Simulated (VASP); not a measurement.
A run of VASP 6.6.1 is set up as follows.

INCAR

```
SYSTEM = Ti4C
PREC     = Accurate       ! precision mode
ENCUT    = 520            ! plane-wave cutoff, eV
EDIFF    = 1E-7           ! SCF threshold, eV
ISMEAR   = 0              ! smearing method
SIGMA    = 0.1            ! smearing width, eV
LREAL    = .False.        ! projectors in reciprocal space
LASPH    = .True.         ! aspherical terms in the spheres
NELM     = 80             ! most SCF steps
ALGO     = Normal         ! electronic algorithm
ISIF     = 2              ! what is computed and relaxed
LWAVE    = .False.        ! write WAVECAR
LCHARG   = .False.        ! write CHGCAR
GGA      = PE             ! functional
NBANDS   = 34             ! bands
```

KPOINTS

```
regular mesh
0
Gamma
  4 4 4
  0 0 0
```

File POSCAR:

```
Ti4C
1.0
    4.3676019524      0.0000000000      0.0000000000
    0.0000000000      4.3676019524      0.0000000000
    0.0000000000      0.0000000000      4.3676019524
Ti C
4 1
Direct
    0.2568430006      0.2568430006      0.2568430006
    0.7431569994      0.7431569994      0.2568430006
    0.2568430006      0.7431569994      0.7431569994
    0.7431569994      0.2568430006      0.7431569994
    0.0000000000      0.0000000000      0.0000000000
```

Potentials or basis: VASP PAW PBE potentials, release 64 (Ti_sv, C).

The run is started by

```console
$ cat potpaw_PBE.64/Ti_sv/POTCAR potpaw_PBE.64/C/POTCAR > POTCAR
$ mpirun -np 1 vasp_std > vasp.out
```

Task: What does it give for the largest force?

Result: 0.079 eV/Å.

Task: What does it give for the band gap on the k mesh?

Result: Zero (bands 26 and 27 overlap by 0.70 eV).

Task: Predict the pressure.

Result: 0.1 GPa.

Forces on the atoms (eV/Å):
```
Ti   0.046  0.046  0.046
Ti  -0.046 -0.046  0.046
Ti   0.046 -0.046 -0.046
Ti  -0.046  0.046 -0.046
C    0.000  0.000  0.000
```
